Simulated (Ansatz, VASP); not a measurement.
## Two plane-wave programs on Se

```
Se
1.0
     3.94942    0.00000    0.00000
    -1.97471    3.42030    0.00000
     0.00000    0.00000    5.11787
Se
3
Cartesian
  1.0077 0.0000 1.7060
  -0.5039 0.8727 3.4119
  1.4708 2.5476 0.0000
```

Alike in both runs: functional LDA; k mesh 9 × 9 × 8; occupations gaussian, width 0.02 eV; no spin polarisation.

Ansatz relaxed the structure, and its values are those at the end. VASP's run is a single point on that final structure, the one shown.

```csv
,VASP,Ansatz
version,VASP 6.6.1,Ansatz 0.2.0
potentials or method,"VASP PAW LDA potentials, release 64 (Se)","scalar-relativistic, plane waves, PAW"
plane-wave cutoff (eV),520,420
valence electrons in the cell,18,48
```

VASP gave:

```
gap on the k mesh at the Fermi level (eV) : 0.28
least direct gap on the mesh (eV)         : 0.28
pressure (GPa)                            : 0.2
rms of the force components (eV/Å)        : 0.022
```

Task: Estimate Ansatz's values.

Result: gap on the k mesh at the Fermi level (eV): 0.29; least direct gap on the mesh (eV): 0.29; pressure (GPa): 0.0; rms of the force components (eV/Å): 0.003.

LDA's correlation is that of Perdew and Zunger in VASP and of Perdew and Wang (1992) in Ansatz. VASP's potentials hold 18 valence electrons a cell and Ansatz's 48, so a difference there can come from the potentials and not from the codes.
